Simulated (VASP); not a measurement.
A run of VASP 6.6.1 is set up as follows.

File INCAR:

```
  PREC = Accurate
  ENCUT = 520
  EDIFF = 1E-6
  ISMEAR = 0
  SIGMA = 0.01
  LREAL = False
  LASPH = True
  NELM = 80
  ALGO = Normal
  ISIF = 2
  LWAVE = False
  LCHARG = False
  GGA = PS
  NBANDS = 28
```

The input KPOINTS:

```
regular mesh
0
Gamma
  6 6 6
```

POSCAR

```
PbS
1.0
    2.0799530000     -5.9912970000      0.0000000000
    2.0799530000      5.9912970000      0.0000000000
    0.0000000000      0.0000000000      4.2793210000
Pb S
2 2
Direct
    0.8694370000      0.1305630000      0.7500000000
    0.1305630000      0.8694370000      0.2500000000
    0.6452030000      0.3547970000      0.7500000000
    0.3547970000      0.6452030000      0.2500000000
```

Potentials or basis: VASP PAW PBE potentials, release 64 (Pb_d, S).

Run with:

```bash
$ cat potpaw_PBE.64/Pb_d/POTCAR potpaw_PBE.64/S/POTCAR > POTCAR
$ mpirun -np 1 vasp_std > vasp.out
```

(1) Predict the largest force.

(2) Estimate the pressure.

(3) Estimate the band gap on the k mesh.

Results:

(1) 0.036 eV/Å.

(2) -1.9 GPa.

(3) 1.13 eV (least direct gap 1.33 eV).

Caveat: the PAW data sets were made with another functional, which shifts forces and pressure a little; spin-orbit coupling is left out, which moves the levels of the heavy elements.
